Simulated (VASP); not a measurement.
Write the native input for VASP 6.6.1 that does the following.

- Task: single point
- Functional: PBE
- Dispersion: D3(BJ)
- Potentials or basis: VASP PAW PBE potentials, release 64 (C, H)
- Cutoff: 520 eV
- k mesh: 6 × 6 × 1
- Occupations: gaussian, width 0.1 eV
- Spin: no spin polarisation
- Dipole correction: yes
- Further INCAR settings: ALGO = Normal; EDIFF = 1e-07; NBANDS = 28

The structure of HC4 lies in POSCAR:

```
HC4
1.0
    4.9313048819      0.0000000000      0.0000000000
   -2.4656524409      4.2706353015      0.0000000000
    0.0000000000      0.0000000000     18.0000331942
C H
8 2
Direct
    0.3333333333      0.1666666667      0.2222236565
    0.3333333333      0.6666666667      0.2222236565
    0.8333333333      0.1666666667      0.2222236565
    0.8333333333      0.6666666667      0.2222236565
    0.1666666667      0.3333333333      0.2222218124
    0.1666666667      0.8333333333      0.2222218124
    0.6666666667      0.3333333333      0.2222218124
    0.6666666667      0.8333333333      0.2222218124
    0.2572885523      0.1666666667      0.3005568454
    0.4093781144      0.1666666667      0.3005568454
```

One way to write it, as run:

INCAR

```
SYSTEM = HC4
ALGO = Normal ; DIPOL = 0.5 0.5 0.238
EDIFF = 1E-7 ; ENCUT = 520
GGA = PE ; IDIPOL = 3
ISIF = 2 ; ISMEAR = 0
IVDW = 12 ; LASPH = .True.
LCHARG = .False. ; LDIPOL = .True.
LREAL = .False. ; LWAVE = .False.
NBANDS = 28 ; NELM = 100
PREC = Accurate ; SIGMA = 0.1
```

KPOINTS

```
k-points
0
Gamma
  6 6 1
  0 0 0
```

Potentials or basis: VASP PAW PBE potentials, release 64 (C, H).

Launch:

```sh
$ cat potpaw_PBE.64/C/POTCAR potpaw_PBE.64/H/POTCAR > POTCAR
$ mpirun -np 1 vasp_std > vasp.out
```

It gave:

```yaml
Largest_force: 3.926 eV/Å
Band_gap_on_the_k_mesh: 0.87 eV
Dispersion_energy_per_atom: -0.082 eV
```

It took 3.4 min on 1 thread of AMD EPYC 7R13 Processor (Zen 3) (shared host), peak memory 0.5 GiB.
